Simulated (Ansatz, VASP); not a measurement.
**GeSb4Te7 in VASP and in Ansatz**

File INCAR:

```
SYSTEM = GeSb4Te7
ALGO = Normal
EDIFF = 1E-7
ENCUT = 520
GGA = PS
ISIF = 2
ISMEAR = -1
LASPH = .True.
LCHARG = .False.
LREAL = .False.
LWAVE = .False.
NBANDS = 50
NELM = 100
PREC = Accurate
SIGMA = 0.05
```

KPOINTS

```
k-points
0
Gamma
  7 7 2
  0 0 0
```

POSCAR

```
GeSb4Te7
1.0
    4.2893002584      0.0000000000      0.0000000000
   -2.1446501292      3.7146429882      0.0000000000
    0.0000000000      0.0000000000     24.6377784500
Te Sb Ge
7 4 1
Direct
    0.0000000000      0.0000000000      0.2810217100
    0.0000000000      0.0000000000      0.0000000000
    0.3333333333      0.6666666667      0.5686057000
    0.6666666667      0.3333333333      0.4313943000
    0.0000000000      0.0000000000      0.7189782900
    0.6666666667      0.3333333333      0.1502681300
    0.3333333333      0.6666666667      0.8497318700
    0.6666666667      0.3333333333      0.6502485000
    0.3333333333      0.6666666667      0.0811013800
    0.3333333333      0.6666666667      0.3497515000
    0.6666666667      0.3333333333      0.9188986200
    0.0000000000      0.0000000000      0.5000000000
```

File input.yaml:

```yaml
crystal:
  lattice:
    - [4.2893002584, 0.0, 0.0]
    - [-2.1446501292, 3.7146429882, 0.0]
    - [0.0, 0.0, 24.63777845]
  atoms:
    - { symbol: Te, position: [0.0, 0.0, 0.28102171] }
    - { symbol: Te, position: [0.0, 0.0, 0.0] }
    - { symbol: Te, position: [0.3333333333, 0.6666666667, 0.5686057] }
    - { symbol: Te, position: [0.6666666667, 0.3333333333, 0.4313943] }
    - { symbol: Te, position: [0.0, 0.0, 0.71897829] }
    - { symbol: Te, position: [0.6666666667, 0.3333333333, 0.15026813] }
    - { symbol: Te, position: [0.3333333333, 0.6666666667, 0.84973187] }
    - { symbol: Sb, position: [0.6666666667, 0.3333333333, 0.6502485] }
    - { symbol: Sb, position: [0.3333333333, 0.6666666667, 0.08110138] }
    - { symbol: Sb, position: [0.3333333333, 0.6666666667, 0.3497515] }
    - { symbol: Sb, position: [0.6666666667, 0.3333333333, 0.91889862] }
    - { symbol: Ge, position: [0.0, 0.0, 0.5] }
hamiltonian:
  xc: pbesol
  pseudopotentials: { kind: paw }
kpoints:
  mp_grid: { grid: [7, 7, 2] }
scf:
  occupations: { method: fermi_dirac, width: 0.05 }
output:
  forces: true
  stress: true
  eigenvalues: true
```

Alike in both runs: task single point; functional PBEsol; k mesh 7 × 7 × 2; occupations fermi-dirac, width 0.05 eV; no spin polarisation.

|  | VASP | Ansatz |
| --- | --- | --- |
| version | VASP 6.6.1 | Ansatz 0.2.0 |
| potentials or method | VASP PAW PBE potentials, release 64 (Te, Sb, Ge_d) | Ansatz PAW |
| plane-wave cutoff (eV) | 520 | 420 |
| valence electrons in the cell | 76 | 186 |

VASP gave:

```
gap on the k mesh at the Fermi level (eV)                     : 0.36
least direct gap on the mesh (eV)                             : 0.36
pressure (GPa)                                                : -1.6
traceless stress, the component that is largest in VASP (GPa) : -0.06
rms of the force components (eV/Å)                            : 0.029
```

Problem. Which values does Ansatz return?

Solution. gap on the k mesh at the Fermi level (eV): 0.37; least direct gap on the mesh (eV): 0.37; pressure (GPa): -1.6; traceless stress, the component that is largest in VASP (GPa): -0.07; rms of the force components (eV/Å): 0.021.

VASP's potentials were made for PBE, not for PBEsol. Atom by atom the forces differ by 0.015 eV/Å (rms over components). VASP's potentials hold 76 valence electrons a cell and Ansatz's 186, so a difference there can come from the potentials and not from the codes.

Neither program's run includes spin-orbit coupling. Noted on Ansatz's run: odd divisions of the mesh miss points on the zone boundary, where band edges often lie, so the gap on the mesh can be too wide.
